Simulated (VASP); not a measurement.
A run of VASP 6.6.1 is set up as follows.

File INCAR:

```
SYSTEM = CdO2
PREC = Accurate
ENCUT = 600
EDIFF = 1E-6
ISMEAR = -1
SIGMA = 0.1
LREAL = .False.
LASPH = .True.
NELM = 120
ALGO = Normal
ISIF = 2
LWAVE = .False.
LCHARG = .False.
GGA = PS
NBANDS = 19
GGA_COMPAT = .False.
```

The input KPOINTS:

```
Automatic mesh
0
Gamma
  7 7 6
  0 0 0
```

POSCAR

```
CdO2
1.0
    3.4762295800      0.0000000000      0.0000000000
   -1.7381147900      3.0105031257      0.0000000000
    0.0000000000      0.0000000000      4.1480760000
Cd O
1 2
Direct
    0.0000000000      0.0000000000      0.0000000000
    0.6666666667      0.3333333333      0.7557810000
    0.3333333333      0.6666666667      0.2442190000
```

Potentials or basis: VASP PAW PBE potentials, release 64 (Cd, O).

Run with:

```console
$ cat potpaw_PBE.64/Cd/POTCAR potpaw_PBE.64/O/POTCAR > POTCAR
$ mpirun -np 1 vasp_std > vasp.out
```

Task: Predict the pressure.

Result: -9.1 GPa.

Task: Estimate the largest force.

Result: 0.232 eV/Å.

Task: What does it give for the band gap on the k mesh?

Result: Zero (band 12 reaches -0.45 eV, above the bottom of band 13 at -1.05 eV).

Forces in eV/Å, atoms in the order of the input:
```
Cd   0.000  0.000  0.000
O    0.000  0.000  0.232
O    0.000  0.000 -0.232
```

Caveat: the PAW data sets were made with another functional, which shifts forces and pressure a little.
